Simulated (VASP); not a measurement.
Set up this calculation in VASP 6.6.1, as the native input.

```yaml
Task: electric field gradients
Functional: PBE
Potentials_or_basis: VASP PAW PBE potentials, release 64 (Hg, Te)
Cutoff: 520 eV
k_mesh: 11 × 11 × 11
Occupations: fermi-dirac, width 0.03 eV
Spin: no spin polarisation
Dipole_correction: no
Further_INCAR_settings: ALGO = Normal; EDIFF = 1e-08; NBANDS = 16
```

The structure of HgTe lies in POSCAR:

```
HgTe
1.0
    0.0000000000      3.3202050000      3.2235000000
    3.3202050000      0.0000000000      3.2235000000
    3.3202050000      3.3202050000      0.0000000000
Hg Te
1 1
Direct
    0.0000000000      0.0000000000      0.0000000000
    0.7500000000      0.7500000000      0.7500000000
```

This cell differs from its parent crystal: equal xx and yy strain of +3 %.

The input as run:

INCAR

```
PREC = Accurate ; ENCUT = 520
EDIFF = 1E-8 ; ISMEAR = -1
SIGMA = 0.03 ; LREAL = False
LASPH = True ; NELM = 100
ALGO = Normal ; ISIF = 2
LWAVE = False ; LCHARG = False
GGA = PE ; LEFG = True
NBANDS = 16
```

KPOINTS

```
regular mesh
0
Gamma
  11 11 11
```

Potentials or basis: VASP PAW PBE potentials, release 64 (Hg, Te).

Launch:

```sh
$ cat potpaw_PBE.64/Hg/POTCAR potpaw_PBE.64/Te/POTCAR > POTCAR
$ mpirun -np 1 vasp_std > vasp.out
```

Results of the run:

```
Pressure               : 1.3 GPa
Band gap on the k mesh : 0.09 eV, direct
```

Caveat: the cell differs from its parent crystal (equal xx and yy strain of +3 %); without QUAD_EFG the Cq values of the log hold for a quadrupole moment of 1 mb, not for the nuclei; spin-orbit coupling is left out, which moves the levels of the heavy elements.

It took 7.1 min on 1 thread of AMD EPYC 7R13, on a shared host, peak memory 0.28 GiB.
